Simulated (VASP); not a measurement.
A run of VASP 6.6.1 is set up as follows.

POSCAR

```
Re
1.0
    2.8149470801      0.0000000000      0.0000000000
   -1.4074735401      2.4378156817      0.0000000000
    0.0000000000      0.0000000000      4.5456378849
Re
2
Direct
    0.6666666667      0.3333333333      0.7500000000
    0.3333333333      0.6666666667      0.2500000000
```

INCAR.step1

```
  PREC = Accurate
  ENCUT = 520
  ISMEAR = -1
  SIGMA = 0.05
  LREAL = F
  LASPH = T
  NELM = 60
  NBANDS = 14
  GGA = PE
  ALGO = Normal
  EDIFF = 1E-4
  LWAVE = T
  LCHARG = F
```

File INCAR.step2:

```
  PREC = Accurate
  ENCUT = 520
  EDIFF = 1E-6
  ISMEAR = -1
  SIGMA = 0.05
  LREAL = F
  LASPH = T
  NELM = 60
  ALGO = Normal
  ISIF = 2
  LWAVE = F
  LCHARG = F
  METAGGA = R2SCAN
  LMIXTAU = T
  NBANDS = 14
  ISTART = 1
```

The input KPOINTS:

```
regular mesh
0
Gamma
  11 11 6
```

Potentials or basis: VASP PAW PBE potentials, release 64 (Re).

Launch:

```bash
$ cat potpaw_PBE.64/Re/POTCAR > POTCAR
$ cp INCAR.step1 INCAR
$ mpirun -np 1 vasp_std > vasp.out
$ cp INCAR.step2 INCAR
$ mpirun -np 1 vasp_std > vasp.out
```

(1) What does it give for the pressure?

(2) Predict the band gap on the k mesh.

Results:

(1) -20.5 GPa.

(2) zero (bands 7 and 8 overlap by 2.77 eV).

Caveat: the cell stands under tension; the PAW data sets were made with another functional, which shifts forces and pressure a little; spin-orbit coupling is left out, which moves the levels of the heavy elements.
